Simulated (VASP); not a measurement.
# SiAu2O3 (P-3m1) in VASP: notebook, part 2 of 2

VASP 6.6.1. The steps go on from the part before.

### Step 3. Single point, r2SCAN+rVV10

Contents of POSCAR:

```
SiAu2O3
1.0
    2.7582034768      0.0000000000      0.0000000000
   -1.3791017384      2.3886742797      0.0000000000
    0.0000000000      0.0000000000     11.7310590844
Si Au O
1 2 3
Direct
    0.0000000000      0.0000000000      0.0000000000
    0.3333333333      0.6666666667      0.6467405482
    0.6666666667      0.3333333333      0.3532594518
    0.3333333333      0.6666666667      0.0748337997
    0.6666666667      0.3333333333      0.9251662003
    0.0000000000      0.0000000000      0.5000000000
```

Contents of INCAR.step1:

```
PREC     = Accurate       # precision mode
ENCUT    = 520            # plane-wave cutoff, eV
ISMEAR   = -1             # smearing method
SIGMA    = 0.03           # smearing width, eV
LREAL    = F              # projectors in reciprocal space
LASPH    = T              # aspherical terms in the spheres
NELM     = 80             # most SCF steps
NBANDS   = 31             # bands
GGA      = PE             # functional
ALGO     = Normal         # electronic algorithm
EDIFF    = 1E-4           # SCF threshold, eV
LWAVE    = T              # write WAVECAR
LCHARG   = F              # write CHGCAR
```

Contents of INCAR.step2:

```
PREC     = Accurate       # precision mode
ENCUT    = 520            # plane-wave cutoff, eV
EDIFF    = 1E-7           # SCF threshold, eV
ISMEAR   = -1             # smearing method
SIGMA    = 0.03           # smearing width, eV
LREAL    = F              # projectors in reciprocal space
LASPH    = T              # aspherical terms in the spheres
NELM     = 80             # most SCF steps
ALGO     = Normal         # electronic algorithm
ISIF     = 2              # what is computed and relaxed
LWAVE    = F              # write WAVECAR
LCHARG   = T              # write CHGCAR
METAGGA  = R2SCAN         # meta-GGA
LMIXTAU  = T            
LUSE_VDW = T            
IVDW_NL  = 2            
BPARAM   = 11.95        
CPARAM   = 0.0093       
LELF     = T              # ELF
LVHAR    = T            
NBANDS   = 31             # bands
ISTART   = 1
```

Contents of KPOINTS:

```
regular mesh
0
Gamma
  12 12 4
```

Potentials or basis: VASP PAW PBE potentials, release 64 (Si, Au, O).

Command:

```console
cat potpaw_PBE.64/Si/POTCAR potpaw_PBE.64/Au/POTCAR potpaw_PBE.64/O/POTCAR > POTCAR
cp INCAR.step1 INCAR
mpirun -np 1 vasp_std > vasp.out
cp INCAR.step2 INCAR
mpirun -np 1 vasp_std > vasp.out
```

OUTCAR:

```text
PREC = Accurate
   ENCUT = 520
   EDIFF = 1E-7
   ISMEAR = -1
   LREAL = F
   LASPH = T
   NELM = 80
   ISIF = 2
   METAGGA = R2SCAN
   IVDW_NL = 2
   BPARAM = 11.95
   ISTART = 1

 ion  position               nearest neighbor table
   1  0.000  0.000  0.000-   4 1.82   5 1.82   4 1.82   5 1.82   5 1.82   4 1.82
   2  0.333  0.667  0.647-   6 2.35   6 2.35   6 2.35
   3  0.667  0.333  0.353-   6 2.35   6 2.35   6 2.35
   4  0.333  0.667  0.075-   1 1.82   1 1.82   1 1.82
[... 1027 lines left out ...]
  -------------------------------------------------------------------------------------
  Total        0.5629284      0.5629284      0.2042940      0.0000000     -0.0000000     -0.0000000
  in kB       11.6692592     11.6692592      4.2349255      0.0000000     -0.0000000     -0.0000000
  external PRESSURE =       9.1911480 kB  Pullay stress =       0.0000000 kB

 VOLUME and BASIS-vectors are now :
 -----------------------------------------------------------------------------
  energy-cutoff  :      520.00
  volume of cell :       77.29
      direct lattice vectors                 reciprocal lattice vectors
     2.758203477  0.000000000  0.000000000     0.362554833  0.209321130  0.000000000
    -1.379101738  2.388674280  0.000000000     0.000000000  0.418642260  0.000000000
     0.000000000  0.000000000 11.731059084     0.000000000  0.000000000  0.085243795

 POSITION                                       TOTAL-FORCE (eV/Angst)
 -----------------------------------------------------------------------------------
      0.00000      0.00000      0.00000        -0.000000      0.000000      0.000000
     -0.00000      1.59245      7.58695        -0.000000      0.000000      0.066745
      1.37910      0.79622      4.14411         0.000000     -0.000000     -0.066745
     -0.00000      1.59245      0.87788         0.000000     -0.000000      0.013960
      1.37910      0.79622     10.85318         0.000000      0.000000     -0.013960
      0.00000      0.00000      5.86553        -0.000000      0.000000      0.000000
 -----------------------------------------------------------------------------------
    total drift:                                0.000000     -0.000000      0.000000

  FREE ENERGIE OF THE ION-ELECTRON SYSTEM (eV)
  ---------------------------------------------------
  free  energy   TOTEN  =      -132.2966275855 eV

  energy  without entropy=     -132.2855416081  energy(sigma->0) =     -132.29108460
```

OUTCAR.step1:

```text
PREC = Accurate
   ENCUT = 520
   ISMEAR = -1
   LREAL = F
   LASPH = T
[... 1052 lines left out ...]
      1.37910      0.79622      4.14411         0.000000     -0.000000     -0.300111
     -0.00000      1.59245      0.87788         0.000000      0.000000      0.428186
      1.37910      0.79622     10.85318        -0.000000      0.000000     -0.428186
      0.00000      0.00000      5.86553         0.000000      0.000000      0.000000
 -----------------------------------------------------------------------------------
    total drift:                                0.000000     -0.000000      0.000000

  FREE ENERGIE OF THE ION-ELECTRON SYSTEM (eV)
  ---------------------------------------------------
  free  energy   TOTEN  =       -31.5798841391 eV

  energy  without entropy=      -31.5683808658  energy(sigma->0) =      -31.57413250
```

OSZICAR.step1:

```text
N       E                     dE             d eps       ncg     rms          rms(c)
DAV:   1     0.282575283517E+03    0.28258E+03   -0.23195E+04  4278   0.135E+03
DAV:   2    -0.205894376291E+02   -0.30316E+03   -0.28778E+03  4846   0.315E+02
DAV:   3    -0.365462150602E+02   -0.15957E+02   -0.15764E+02  5304   0.729E+01
DAV:   4    -0.367070578480E+02   -0.16084E+00   -0.16069E+00  4928   0.785E+00
DAV:   5    -0.367089685368E+02   -0.19107E-02   -0.19100E-02  5235   0.834E-01    0.202E+01
DAV:   6    -0.332065274860E+02    0.35024E+01   -0.24663E+01  5282   0.377E+01    0.188E+01
DAV:   7    -0.317223377183E+02    0.14842E+01   -0.14823E+01  5192   0.161E+01    0.937E+00
DAV:   8    -0.317236439064E+02   -0.13062E-02   -0.16328E+00  5063   0.760E+00    0.542E+00
DAV:   9    -0.315789496508E+02    0.14469E+00   -0.81339E-01  5367   0.447E+00    0.923E-01
DAV:  10    -0.315804226831E+02   -0.14730E-02   -0.54318E-02  4797   0.122E+00    0.368E-01
DAV:  11    -0.315800883657E+02    0.33432E-03   -0.10951E-02  5090   0.522E-01    0.133E-01
DAV:  12    -0.315798751009E+02    0.21326E-03   -0.78963E-04  4866   0.147E-01    0.750E-02
DAV:  13    -0.315798841391E+02   -0.90382E-05   -0.13352E-04  3528   0.654E-02
   1 F= -.31579884E+02 E0= -.31574133E+02  d E =-.115033E-01
```

Wall time 15 min (1 thread of Intel Xeon Platinum 8375C at 2.90GHz (Ice Lake), shared host); peak memory 0.53 GiB.

Results:

```yaml
Free_energy: -132.2966 eV
Pressure: 0.9 GPa
Largest_force: 0.067 eV/Å
Band_gap_on_the_k_mesh: zero (bands 22 and 23 overlap by 0.79 eV)
```

Forces in eV/Å, atoms in the order of the input:
```
Si   0.000  0.000  0.000
Au   0.000  0.000  0.067
Au   0.000  0.000 -0.067
O    0.000  0.000  0.014
O    0.000  0.000 -0.014
O    0.000  0.000  0.000
```

Levels at points of the mesh, in eV from the Fermi level:
```
           k point  band 19  band 20  band 21  band 22  band 23  band 24  band 25  band 26
(0.00, 0.00, 0.00)    -2.48    -2.08    -2.08    -1.00    -0.05    -0.05     3.05     5.08
(0.50, 0.00, 0.00)    -1.01    -0.94    -0.93    -0.03     3.07     4.61     5.21     5.33
(0.00, 0.00, 0.50)    -2.25    -2.08    -2.08    -1.27    -0.05    -0.05     3.30     4.88
(0.50, 0.00, 0.50)    -1.01    -0.94    -0.94    -0.03     3.05     4.62     5.24     5.26
```

Caveat: the PAW data sets were made with another functional, which shifts forces and pressure a little; spin-orbit coupling is left out, which moves the levels of the heavy elements.
